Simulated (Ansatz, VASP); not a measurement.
Two plane-wave programs on Tl2Ga

```
Tl Ga
1.0
     4.23512    0.00000    0.00000
    -2.11756    3.66772    0.00000
     0.00000    0.00000    4.57281
Tl Ga
2 1
Direct
  0.33333 0.66667 0.50000
  0.66667 0.33333 0.50000
  0.00000 0.00000 0.00000
```

Alike in both runs: task relaxation of cell and atoms; functional PBE; k mesh 6 × 6 × 4; occupations gaussian, width 0.1 eV; no spin polarisation.

```csv
,VASP,Ansatz
version,VASP 6.6.1,Ansatz 0.2.0
potentials or method,"VASP PAW PBE potentials, release 64 (Tl_d, Ga_d), cutoff 600 eV","scalar-relativistic, plane waves, PAW"
valence electrons in the cell,39,39
```

```tsv
	VASP	Ansatz	Ansatz less VASP
gap on the k mesh at the Fermi level, each at its own relaxed structure (eV)	none	none	-
relaxed volume (Å³/atom)	28.48	28.78	+0.299
relaxed cell length with the largest relative difference (Å)	5.626	5.666	+0.0398
```

A gap of «none» marks a metal or a gap that the smearing closes.

Spin-orbit coupling is off throughout. Noted on VASP's run: the volume moved by over 15 % at a fixed basis, so the end points are rough.
